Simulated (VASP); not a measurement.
# CaO (I4/mmm) in VASP: a series of runs, part 2 of 2

VASP 6.6.1. The steps go on from the part before.

### Step 3. Single point, r2SCAN (strain +0.030 along x and y, +0.000 along z)

POSCAR reads:

```
CaO
1.0
    0.0000000000      2.5224700000      2.4490000000
    2.5224700000      0.0000000000      2.4490000000
    2.5224700000      2.5224700000      0.0000000000
Ca O
1 1
Direct
    0.0000000000      0.0000000000      0.0000000000
    0.5000000000      0.5000000000      0.5000000000
```

INCAR.step1 reads:

```
SYSTEM = CaO
PREC = Accurate
ENCUT = 520
ISMEAR = 0
SIGMA = 0.05
LREAL = .FALSE.
LASPH = .TRUE.
NELM = 60
NBANDS = 15
GGA = PE
ALGO = Normal
EDIFF = 1E-4
LWAVE = .TRUE.
LCHARG = .FALSE.
```

INCAR.step2 reads:

```
SYSTEM = CaO
PREC = Accurate
ENCUT = 520
EDIFF = 1E-6
ISMEAR = 0
SIGMA = 0.05
LREAL = .FALSE.
LASPH = .TRUE.
NELM = 60
ALGO = Normal
ISIF = 2
LWAVE = .FALSE.
LCHARG = .FALSE.
METAGGA = R2SCAN
LMIXTAU = .TRUE.
NBANDS = 15
ISTART = 1
```

KPOINTS reads:

```
regular mesh
0
G
  8 8 8
  0 0 0
```

Potentials or basis: VASP PAW PBE potentials, release 64 (Ca_sv, O).

The run is started by

```
$ cat potpaw_PBE.64/Ca_sv/POTCAR potpaw_PBE.64/O/POTCAR > POTCAR
$ cp INCAR.step1 INCAR
$ mpirun -np 1 vasp_std > vasp.out
$ cp INCAR.step2 INCAR
$ mpirun -np 1 vasp_std > vasp.out
```

OUTCAR:

```text
SYSTEM = CaO
   PREC = Accurate
   ENCUT = 520
   EDIFF = 1E-6
   ISMEAR = 0
   LREAL = .FALSE.
   LASPH = .TRUE.
   NELM = 60
   ISIF = 2
   METAGGA = R2SCAN
   ISTART = 1

 ion  position               nearest neighbor table
   1  0.000  0.000  0.000-   2 2.45   2 2.45   2 2.52   2 2.52   2 2.52   2 2.52
   2  0.500  0.500  0.500-   1 2.45   1 2.45   1 2.52   1 2.52   1 2.52   1 2.52

  LATTYP: Found a body centered tetragonal cell.
 ALAT       =     3.5673112847
 C/A-ratio  =     1.3730228761

  Lattice vectors:

 A1 = (   0.0000000000,  -2.5224700000,  -2.4490000000)
 A2 = (   0.0000000000,   2.5224700000,  -2.4490000000)
 A3 = (   2.5224700000,   0.0000000000,   2.4490000000)

Analysis of symmetry for initial positions (statically):
=====================================================================
 Subroutine PRICEL returns:
 Original cell was already a primitive cell.

 Routine SETGRP: Setting up the symmetry group for a
 body centered tetragonal supercell.

 Subroutine GETGRP returns: Found 16 space group operations
 (whereof 16 operations were pure point group operations)
 out of a pool of 16 trial point group operations.

The static configuration has the point symmetry D_4h.

Analysis of symmetry for dynamics (positions and initial velocities):
=====================================================================
 Subroutine PRICEL returns:
 Original cell was already a primitive cell.

 Routine SETGRP: Setting up the symmetry group for a
 body centered tetragonal supercell.

 Subroutine GETGRP returns: Found 16 space group operations
 (whereof 16 operations were pure point group operations)
 out of a pool of 16 trial point group operations.

The dynamic configuration has the point symmetry D_4h.

 Subroutine INISYM returns: Found 16 space group operations
 (whereof 16 operations are pure point group operations),
 and found     1 'primitive' translations

----------------------------------------------------------------------------------------

                                     Primitive cell

  volume of cell :      31.1653

  direct lattice vectors                    reciprocal lattice vectors
     0.000000000  2.522470000  2.449000000    -0.198218413  0.198218413  0.204164965
     2.522470000  0.000000000  2.449000000     0.198218413 -0.198218413  0.204164965
     2.522470000  2.522470000  0.000000000     0.198218413  0.198218413 -0.204164965

  length of vectors
     3.515744004  3.515744004  3.567311285     0.346791597  0.346791597  0.346791597

  position of ions in fractional coordinates (direct lattice)
     0.000000000  0.000000000  0.000000000
     0.500000000  0.500000000  0.500000000

  ion indices of the primitive-cell ions
   primitive index   ion index
                 1           1
                 2           2

----------------------------------------------------------------------------------------

 KPOINTS: regular mesh

Automatic generation of k-mesh.
 Grid dimensions read from file:
 generate k-points for:    8    8    8

 Generating k-lattice:

  Cartesian coordinates                     Fractional coordinates (reciprocal lattice)
    -0.024777302  0.024777302  0.025520621     0.125000000  0.000000000  0.000000000
     0.024777302 -0.024777302  0.025520621     0.000000000  0.125000000  0.000000000
     0.024777302  0.024777302 -0.025520621     0.000000000  0.000000000  0.125000000

  Length of vectors
     0.043348950  0.043348950  0.043348950

  Shift w.r.t. Gamma in fractional coordinates (k-lattice)
     0.000000000  0.000000000  0.000000000

 Subroutine IBZKPT returns following result:
 ===========================================

 Found     59 irreducible k-points:

 Following reciprocal coordinates:
            Coordinates               Weight
  0.000000  0.000000  0.000000      1.000000
  0.125000 -0.000000  0.000000      8.000000
  0.250000 -0.000000  0.000000      8.000000
  0.375000  0.000000  0.000000      8.000000
  0.500000 -0.000000  0.000000      4.000000
  0.125000  0.125000  0.000000      2.000000
[... 16 lines left out ...]
  0.250000 -0.000000  0.125000     16.000000
  0.375000 -0.000000  0.125000     16.000000
 [... further k-points ...]
   k-points           NKPTS =     59   k-points in BZ     NKDIM =     59   number of bands    NBANDS=     15
   number of dos      NEDOS =    301   number of ions     NIONS =      2
   total plane-waves  NPLWV =  21952
   dimension x,y,z NGX =    28 NGY =   28 NGZ =   28
   dimension x,y,z NGXF=    56 NGYF=   56 NGZF=   56
   ions per type =               1   1
   NGX,Y,Z   is equivalent  to a cutoff of  13.24, 13.24, 13.05 a.u.
   NGXF,Y,Z  is equivalent  to a cutoff of  26.48, 26.48, 26.10 a.u.
 SYSTEM =  CaO
   PREC   = accura    normal or accurate (medium, high low for compatibility)
   ISTART =      1    job   : 0-new  1-cont  2-samecut
   ICHARG =      0    charge: 1-file 2-atom 10-const
   ISPIN  =      1    spin polarized calculation?
   LNONCOLLINEAR =      F non collinear calculations
   LSORBIT =      F    spin-orbit coupling
   LASPH  =      T    aspherical Exc in radial PAW
   ENCUT  =  520.0 eV  38.22 Ry    6.18 a.u.   6.54  6.54  6.63*2*pi/ulx,y,z
   NELM   =     60;   NELMIN=  2; NELMDL=  0     # of ELM steps
   EDIFF  = 0.1E-05   stopping-criterion for ELM
   LREAL  =      F    real-space projection
   EDIFFG = 0.1E-04   stopping-criterion for IOM
   NSW    =      0    number of steps for IOM
   IBRION =     -1    ionic relax: 0-MD 1-quasi-New 2-CG
   NFREE  =      0    steps in history (QN), initial steepest desc. (CG)
   ISIF   =      2    stress and relaxation
   ISYM   =      2    0-nonsym 1-usesym 2-fastsym
   POTIM  = 0.5000    time-step for ionic-motion
   TEBEG  =    0.0;   TEEND  =   0.0 temperature during run
   PSTRESS=    0.0 pullay stress
   NELECT =      16.0000    total number of electrons
   NUPDOWN=      -1.0000    fix difference up-down
   EMIN   =  10.00;   EMAX   =-10.00  energy-range for DOS
   EFERMI =   0.00;   METHOD = LEGACY
   ISMEAR =     0;   SIGMA  =   0.05  broadening in eV -4-tet -1-fermi 0-gaus
   EFERMI_NEDOS =   21; number of points for ismear=-14 and -15
   IALGO  =     38    algorithm
   IMIX   =      4    mixing-type and parameters
     AMIX     =   0.40;   BMIX     =  1.00
     AMIX_MAG =   1.60;   BMIX_MAG =  1.00
  volume/ion in A,a.u.               =      15.58       105.16
  Fermi-wavevector in a.u.,A,eV,Ry     =   1.310865  2.477175 23.379795  1.718366
  Thomas-Fermi vector in A             =   2.441366
   LORBIT       =      0    0 simple, 1 ext, 2 COOP (PROOUT), +10 PAW based schemes
   METAGGA = R2SCAN    functional components
   LHFCALC =     F    Hartree Fock is set to
   AEXX    =    0.0000 exact exchange contribution
   IVDW    =     0    specifies the selected vdW correction
   LEPSILON=     F    determine dielectric tensor
   LRPA    =     F    only Hartree local field effects (RPA)
 non-spin polarized calculation
 Gauss-broadening in eV      SIGMA  =   0.05
  energy-cutoff  :      520.00
  volume of cell :       31.17
 maximum number of plane-waves:       869
 NGX is ok and might be reduce to    28
   NGX = 13   NGY = 13   NGZ = 13

 number of electron      15.9999999 magnetization

 Free energy of the ion-electron system (eV)
  ---------------------------------------------------
  ext. energy  EPLUGINS =         0.00000000
  ---------------------------------------------------
  free energy    TOTEN  =       -19.33233169 eV

  energy without entropy =      -19.33233169  energy(sigma->0) =      -19.33233169

 E-fermi :   1.7340     XC(G=0): -10.4762

 val. band max:        1.4398387781   @ k =   0.0000   0.0000   0.0000
 cond. band min:       5.5346666213   @ k =   0.5000   0.5000   0.0000
 fundamental gap:      4.0948278432
 Fermi energy:         1.7340091998

 k-point     1 :       0.0000    0.0000    0.0000
  band No.  band energies     occupation
      1     -38.1577      2.00000
      2     -18.1230      2.00000
      3     -18.1229      2.00000
      4     -18.0947      2.00000
      5     -14.8513      2.00000
      6       1.3959      2.00000
      7       1.3959      2.00000
      8       1.4398      2.00000
      9       5.9043      0.00000
     10       7.9015      0.00000
     11       7.9015      0.00000
     12       8.0699      0.00000
     13       9.2349      0.00000
     14       9.5077      0.00000
[... 401 lines left out ...]
      2     -18.6566      2.00000
      3     -18.1816      2.00000
      4     -18.1536      2.00000
      5     -14.2519      2.00000
      6      -0.4040      2.00000
      7       0.5959      2.00000
      8       0.7642      2.00000
      9       7.6209      0.00000
     10       8.8317      0.00000
     11       9.5613      0.00000
     12       9.6840      0.00000
     13      10.7847      0.00000
     14      11.3293      0.00000
     15      16.2073      0.00000

 [... further k-points ...]
[... 5 lines left out ...]
  --------------------------------------------------------------------------------------
  -------------------------------------------------------------------------------------
  Total       -2.1704063     -2.1704063     -1.6478392      0.0000000      0.0000000      0.0000000
  in kB     -111.5785773   -111.5785773    -84.7138884      0.0000000      0.0000000      0.0000000
  external PRESSURE =    -102.6236810 kB  Pullay stress =       0.0000000 kB

 VOLUME and BASIS-vectors are now :
 -----------------------------------------------------------------------------
  energy-cutoff  :      520.00
  volume of cell :       31.17
      direct lattice vectors                 reciprocal lattice vectors
     0.000000000  2.522470000  2.449000000    -0.198218413  0.198218413  0.204164965
     2.522470000  0.000000000  2.449000000     0.198218413 -0.198218413  0.204164965
     2.522470000  2.522470000  0.000000000     0.198218413  0.198218413 -0.204164965

 POSITION                                       TOTAL-FORCE (eV/Angst)
 -----------------------------------------------------------------------------------
      0.00000      0.00000      0.00000         0.000000      0.000000      0.000000
      2.52247      2.52247      2.44900         0.000000     -0.000000      0.000000
 -----------------------------------------------------------------------------------
    total drift:                                0.000000      0.000000      0.000000

  FREE ENERGIE OF THE ION-ELECTRON SYSTEM (eV)
  ---------------------------------------------------
  free  energy   TOTEN  =       -19.3323316875 eV

  energy  without entropy=      -19.3323316875  energy(sigma->0) =      -19.33233169
```

OSZICAR.step1:

```text
N       E                     dE             d eps       ncg     rms          rms(c)
DAV:   1     0.119405368702E+03    0.11941E+03   -0.82384E+03  1770   0.107E+03
DAV:   2    -0.897216404490E+01   -0.12838E+03   -0.12014E+03  2225   0.280E+02
DAV:   3    -0.143083576583E+02   -0.53362E+01   -0.52987E+01  2135   0.583E+01
DAV:   4    -0.144552377170E+02   -0.14688E+00   -0.14680E+00  2502   0.874E+00
DAV:   5    -0.144567635081E+02   -0.15258E-02   -0.15257E-02  2073   0.809E-01    0.861E+00
DAV:   6    -0.128372097749E+02    0.16196E+01   -0.57190E+00  1952   0.216E+01    0.399E+00
DAV:   7    -0.127292315150E+02    0.10798E+00   -0.45960E-01  1903   0.663E+00    0.185E+00
DAV:   8    -0.127253794689E+02    0.38520E-02   -0.81661E-02  2211   0.309E+00    0.387E-01
DAV:   9    -0.127244677853E+02    0.91168E-03   -0.38927E-03  1861   0.517E-01    0.121E-01
DAV:  10    -0.127252552447E+02   -0.78746E-03   -0.88902E-04  2092   0.258E-01    0.644E-02
DAV:  11    -0.127252254729E+02    0.29772E-04   -0.45724E-05  1697   0.872E-02
   1 F= -.12725225E+02 E0= -.12725225E+02  d E =-.272456E-28
```

Wall time 2.2 min (1 thread of Intel Xeon 8259CL, shared host); peak memory 0.18 GiB.

What came out:

```yaml
Free_energy: -19.3323 eV
Pressure: -10.3 GPa
Band_gap_on_the_k_mesh: 4.09 eV (least direct gap 4.46 eV)
```

Stress tensor (GPa, compression positive):
```
-11.16   0.00   0.00
  0.00 -11.16   0.00
  0.00   0.00  -8.47
```

Levels at points of the mesh, in eV from the valence-band top:
```csv
k point,band 5,band 6,band 7,band 8,band 9,band 10,band 11,band 12
"(0.00, 0.00, 0.00)",-16.29,-0.04,-0.04,0.00,4.46,6.46,6.46,6.63
"(0.50, 0.00, 0.00)",-15.45,-2.38,-1.02,-1.02,7.11,8.28,8.37,8.39
"(0.50, 0.50, 0.00)",-16.07,-1.26,-0.46,-0.46,4.09,7.92,8.93,9.43
"(0.50, 0.00, 0.50)",-16.08,-1.39,-0.41,-0.38,4.19,7.87,8.96,9.32
```

Caveat: the cell differs from its parent crystal (strain +0.030 along x and y, +0.000 along z); the cell stands under tension; the PAW data sets were made with another functional, which shifts forces and pressure a little. A k mesh can miss the band edges.
